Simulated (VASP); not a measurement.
# AlGa3N4 (P1) in VASP: a series of runs, part 2 of 2

VASP 6.6.1. The steps go on from the part before.

### Step 3. Single point, PBEsol

Contents of INCAR:

```
PREC = Accurate ; ENCUT = 700
EDIFF = 1E-6 ; ISMEAR = -1
SIGMA = 0.05 ; LREAL = Auto
LASPH = T ; NELM = 120
ALGO = Normal ; ISIF = 2
LWAVE = F ; LCHARG = T
GGA = PS ; LELF = T
LVHAR = T ; ISYM = -1
NBANDS = 426 ; GGA_COMPAT = F
KPAR = 1
```

Contents of KPOINTS:

```
explicit points
1
Reciprocal
  0.25000000   0.25000000   0.25000000 1
```

Contents of POSCAR:

```
AlGa3N4
1.0
    9.4899159660      0.0000000000      0.0000000000
    0.0000000000     10.9594778078      0.0000000000
    0.0000000000      0.0000000000     10.2856909422
Ga Al N
36 12 48
Direct
    0.1660700000      0.0825820000      0.2486500000
    0.1663100000      0.0823510000      0.7506930000
    0.0001810000      0.3341360000      0.2489200000
    0.0000960000      0.3338320000      0.7506410000
    0.5003170000      0.0830370000      0.7499980000
    0.3334410000      0.3338140000      0.2496560000
    0.3334800000      0.3342400000      0.7496150000
    0.1665910000      0.5833650000      0.2495750000
    0.1666240000      0.5834960000      0.7496800000
    0.8334190000      0.0830030000      0.2487710000
    0.8331220000      0.0833170000      0.7506200000
    0.6661110000      0.3339360000      0.2496800000
    0.3342090000      0.8335840000      0.2496160000
    0.3343040000      0.8329530000      0.7495880000
    0.8324110000      0.5836270000      0.7495630000
    0.6661440000      0.8331750000      0.2494760000
    0.6658440000      0.8331140000      0.7495890000
    0.0004680000      0.1677160000      0.4997450000
    0.3339590000      0.1661890000      0.4986020000
    0.3330630000      0.1664920000      0.0005830000
    0.9999600000      0.6661780000      0.4988330000
    0.0002810000      0.6664020000      0.0008360000
    0.6655920000      0.1656360000      0.4998580000
    0.6663280000      0.1662400000      0.9998650000
    0.4994180000      0.4172840000      0.5006210000
    0.4997380000      0.4170340000      0.9987410000
    0.3341770000      0.6662300000      0.4996270000
    0.3339570000      0.6663060000      0.9995410000
    0.1665660000      0.9157800000      0.4998280000
    0.1662310000      0.9162550000      0.9996280000
    0.8337950000      0.4170160000      0.4997650000
    0.8336640000      0.4158160000      0.9997200000
    0.6658330000      0.6669370000      0.4986810000
    0.6655860000      0.6671110000      0.0005500000
    0.8336900000      0.9160970000      0.4997900000
    0.8340160000      0.9165940000      0.9996460000
    0.5002190000      0.0825810000      0.2494160000
    0.9996430000      0.8321540000      0.2494150000
    0.9997110000      0.8327360000      0.7493930000
    0.6662060000      0.3337790000      0.7491970000
    0.5006540000      0.5832470000      0.2490480000
    0.5005280000      0.5825910000      0.7491360000
    0.8325670000      0.5841020000      0.2490230000
    0.0003670000      0.1676830000      0.9992730000
    0.1668330000      0.4166850000      0.4993830000
    0.1664070000      0.4160940000      0.9992820000
    0.4998890000      0.9173780000      0.4984220000
    0.4997920000      0.9170700000      0.0004290000
    0.9997280000      0.1672990000      0.1839900000
    0.0000900000      0.1668000000      0.6886080000
    0.3369670000      0.1648310000      0.1905890000
    0.3332660000      0.1665470000      0.6884060000
    0.1670070000      0.4168990000      0.1835510000
    0.1662850000      0.4170150000      0.6839460000
    0.9963720000      0.6680910000      0.1913730000
    0.9994930000      0.6697690000      0.6889460000
    0.6630320000      0.1654010000      0.1898080000
    0.6665280000      0.1700610000      0.6899720000
    0.4999250000      0.4203260000      0.1886330000
    0.5035470000      0.4184390000      0.6911630000
    0.3372640000      0.6651300000      0.1896460000
    0.3373250000      0.6643610000      0.6897840000
    0.1629260000      0.9135510000      0.1895230000
    0.1633360000      0.9139370000      0.6900180000
    0.8329310000      0.4204150000      0.1895930000
    0.8301470000      0.4152100000      0.6899420000
    0.6660930000      0.6634860000      0.1910370000
    0.6628240000      0.6649800000      0.6887160000
    0.5002870000      0.9202080000      0.1852420000
    0.5001710000      0.9172560000      0.6829830000
    0.8368930000      0.9141590000      0.1895120000
    0.8364770000      0.9147670000      0.6900790000
    0.1662080000      0.0828600000      0.4379040000
    0.1630430000      0.0847890000      0.9405650000
    0.0036940000      0.3355850000      0.4388980000
    0.0037260000      0.3318980000      0.9410760000
    0.4998470000      0.0796780000      0.4347410000
    0.4994240000      0.0796830000      0.9394190000
    0.3299920000      0.3349390000      0.4398960000
    0.3297000000      0.3345970000      0.9396100000
    0.1671240000      0.5798350000      0.4396870000
    0.1665790000      0.5796360000      0.9400340000
    0.0001310000      0.8327310000      0.4338170000
    0.0000870000      0.8323010000      0.9337930000
    0.8337180000      0.0835620000      0.4383240000
    0.8370710000      0.0853190000      0.9405330000
    0.6661520000      0.3329240000      0.4388050000
    0.6663590000      0.3327560000      0.9343180000
    0.4999000000      0.5829160000      0.4334160000
    0.5002100000      0.5835260000      0.9334740000
    0.3368700000      0.8346600000      0.4398020000
    0.3368810000      0.8351300000      0.9399580000
    0.8326970000      0.5835650000      0.4341420000
    0.8328670000      0.5834490000      0.9387790000
    0.6630140000      0.8355090000      0.4395560000
    0.6629120000      0.8356780000      0.9401530000
```

Potentials or basis: VASP PAW PBE potentials, release 64 (Ga_d, Al, N).

Started as:

```sh
$ cat potpaw_PBE.64/Ga_d/POTCAR potpaw_PBE.64/Al/POTCAR potpaw_PBE.64/N/POTCAR > POTCAR
$ mpirun -np 4 vasp_std > vasp.out
```

OUTCAR:

```text
PREC = Accurate
   ENCUT = 700
   EDIFF = 1E-6
   ISMEAR = -1
   LREAL = Auto
   LASPH = T
   NELM = 120
   ISIF = 2
   GGA = PS
   ISYM = -1

 ion  position               nearest neighbor table
   1  0.166  0.083  0.249-  73 1.95  49 1.95  51 1.95  63 1.95
   2  0.166  0.082  0.751-  50 1.94  52 1.94  64 1.95  74 1.95
   3  0.000  0.334  0.249-  53 1.94  65 1.95  49 1.95  75 1.95
   4  0.000  0.334  0.751-  50 1.94  66 1.95  54 1.95  76 1.96  46 3.14  44 3.14
   5  0.500  0.083  0.750-  52 1.94  70 1.94  58 1.94  78 1.95
   6  0.333  0.334  0.250-  53 1.95  59 1.95  51 1.95  79 1.96
   7  0.333  0.334  0.750-  52 1.94  54 1.95  60 1.95  80 1.95
   8  0.167  0.583  0.250-  53 1.95  61 1.95  81 1.96  55 1.96
   9  0.167  0.583  0.750-  54 1.95  62 1.95  56 1.95  82 1.96
  10  0.833  0.083  0.249-  49 1.95  71 1.95  57 1.95  85 1.95
  11  0.833  0.083  0.751-  50 1.94  58 1.95  72 1.95  86 1.95
  12  0.666  0.334  0.250-  59 1.94  87 1.95  65 1.95  57 1.95
  13  0.334  0.834  0.250-  61 1.95  63 1.95  69 1.96  91 1.96  47 3.14  48 3.14
  14  0.334  0.833  0.750-  62 1.95  64 1.95  70 1.95  92 1.96
  15  0.832  0.584  0.750-  68 1.94  66 1.95  94 1.95  56 1.95
[... 383 lines left out ...]
      1     -10.2425      2.00000
      2      -9.9579      2.00000
      3      -9.9083      2.00000
      4      -9.8714      2.00000
      5      -9.6890      2.00000
      6      -9.6749      2.00000
[... 376 lines left out ...]
    383      10.4224      0.00000
    384      10.4982      0.00000
 [bands above 384 left out]

------------------------ aborting loop because EDIFF is reached ----------------------------------------

  FORCE on cell =-STRESS in cart. coord.  units (eV):
  Direction    XX          YY          ZZ          XY          YZ          ZX
  --------------------------------------------------------------------------------------
  -------------------------------------------------------------------------------------
  Total       -2.2165808     -2.0610937     -1.8115359      0.2413064     -0.1804922     -0.0676160
  in kB       -3.3197734     -3.0869004     -2.7131377      0.3614046     -0.2703233     -0.1012685
  external PRESSURE =      -3.0399372 kB  Pullay stress =       0.0000000 kB

 VOLUME and BASIS-vectors are now :
 -----------------------------------------------------------------------------
  energy-cutoff  :      700.00
  volume of cell :     1069.76
      direct lattice vectors                 reciprocal lattice vectors
     9.489915966  0.000000000  0.000000000     0.105375011  0.000000000  0.000000000
     0.000000000 10.959477808  0.000000000     0.000000000  0.091245223  0.000000000
     0.000000000  0.000000000 10.285690942     0.000000000  0.000000000  0.097222443

 POSITION                                       TOTAL-FORCE (eV/Angst)
 -----------------------------------------------------------------------------------
      1.57599      0.90506      2.55754        -0.002725     -0.001879      0.009973
      1.57827      0.90252      7.72140         0.001615      0.001615     -0.004673
      0.00172      3.66196      2.56031         0.000884      0.001485      0.005793
      0.00091      3.65862      7.72086        -0.001885     -0.002953      0.001540
      4.74797      0.91004      7.71425        -0.005665     -0.004773      0.001099
      3.16433      3.65843      2.56788        -0.001843      0.003757      0.001212
[... 88 lines left out ...]
      6.29195      9.15674      4.52114         0.009074     -0.005868     -0.000423
      6.29098      9.15859      9.67012         0.008863     -0.004756     -0.002112
 -----------------------------------------------------------------------------------
    total drift:                                0.005999     -0.006451     -0.056681

  FREE ENERGIE OF THE ION-ELECTRON SYSTEM (eV)
  ---------------------------------------------------
  free  energy   TOTEN  =      -660.7249495283 eV

  energy  without entropy=     -660.7249495282  energy(sigma->0) =     -660.72494953
```

It took 5.7 min on 4 MPI ranks of Intel Xeon 6975P-C (Granite Rapids), shared host; peak memory 0.64 GiB.

What came out:

* Free energy: -660.7249 eV
* Pressure: -0.3 GPa
* Largest force: 0.017 eV/Å
* Band gap on the k mesh: 3.46 eV

Forces in eV/Å, atoms in the order of the input:
```
Ga  -0.003 -0.002  0.010
Ga   0.002  0.002 -0.005
Ga   0.001  0.001  0.006
Ga  -0.002 -0.003  0.002
Ga  -0.006 -0.005  0.001
Ga  -0.002  0.004  0.001
Ga  -0.004  0.001  0.005
Ga   0.004  0.000 -0.006
Ga   0.000  0.002 -0.005
Ga  -0.002  0.004  0.010
Ga   0.009  0.003  0.005
Ga   0.004  0.004  0.004
Ga  -0.004  0.002 -0.001
Ga  -0.004 -0.004  0.001
Ga   0.001  0.001  0.004
Ga   0.007  0.000 -0.002
Ga   0.003 -0.008 -0.001
Ga   0.006  0.008 -0.006
Ga  -0.004 -0.002 -0.010
Ga  -0.009  0.003 -0.005
Ga   0.001 -0.007 -0.015
Ga   0.002  0.002 -0.001
Ga   0.000  0.003 -0.008
Ga  -0.009  0.006  0.005
Ga  -0.007 -0.002 -0.008
Ga  -0.003  0.001 -0.009
Ga   0.009  0.003 -0.002
Ga   0.010  0.001  0.004
Ga  -0.003  0.002 -0.006
Ga  -0.010  0.005  0.003
Ga   0.007 -0.010  0.001
Ga   0.001  0.005  0.004
Ga  -0.004 -0.003 -0.006
Ga  -0.007 -0.011 -0.007
Ga   0.008  0.003 -0.004
Ga   0.009  0.000  0.006
Al   0.001 -0.001  0.000
Al   0.001  0.000  0.000
Al   0.001 -0.004 -0.002
Al   0.000  0.001 -0.002
Al   0.000  0.000 -0.003
Al   0.000 -0.001  0.000
Al  -0.001 -0.002 -0.002
Al   0.001  0.005  0.003
Al   0.000 -0.002 -0.007
Al   0.000 -0.004  0.001
Al  -0.001  0.000 -0.006
Al  -0.003  0.001  0.006
N    0.000 -0.001  0.011
N    0.000 -0.001  0.004
N   -0.010  0.005 -0.005
N    0.002 -0.002  0.006
N    0.000  0.000  0.011
N    0.001  0.000  0.013
N    0.007 -0.004 -0.007
N    0.000 -0.011 -0.001
N    0.010  0.004 -0.004
N   -0.001 -0.014  0.000
N    0.000 -0.012 -0.004
N   -0.009 -0.004 -0.004
N   -0.009  0.006 -0.005
N   -0.008  0.006 -0.001
N    0.010  0.005 -0.005
N    0.010  0.005  0.000
N   -0.001 -0.012 -0.003
N    0.011  0.006  0.000
N    0.000  0.011 -0.006
N    0.011  0.007 -0.002
N    0.000 -0.008  0.006
N    0.001  0.002  0.012
N   -0.010  0.005 -0.006
N   -0.011  0.006 -0.001
N    0.000  0.000  0.002
N    0.012 -0.007 -0.005
N   -0.010 -0.007 -0.001
N   -0.008  0.004 -0.006
N    0.000  0.011  0.008
N    0.000  0.010 -0.006
N    0.010 -0.006  0.000
N    0.012 -0.007 -0.004
N   -0.001  0.012  0.001
N   -0.001  0.012 -0.003
N    0.000  0.000  0.012
N    0.000  0.002  0.009
N   -0.001  0.000  0.002
N   -0.010 -0.007 -0.004
N   -0.001 -0.002  0.002
N   -0.001 -0.001  0.007
N   -0.001  0.002  0.013
N    0.000  0.000  0.009
N   -0.009 -0.004  0.000
N   -0.009 -0.004 -0.002
N    0.001  0.000  0.010
N   -0.001  0.002 -0.002
N    0.009 -0.006  0.000
N    0.009 -0.005 -0.002
```

Levels at points of the mesh, in eV from the valence-band top:
```tsv
k point	band 370	band 371	band 372	band 373	band 374	band 375
(0.25, 0.25, 0.25)	-0.28	-0.07	0.00	3.46	4.48	4.51
```

Caveat: the PAW data sets were made with another functional, which shifts forces and pressure a little; a shifted mesh leaves out Γ, where band edges can lie. A k mesh can miss the band edges.
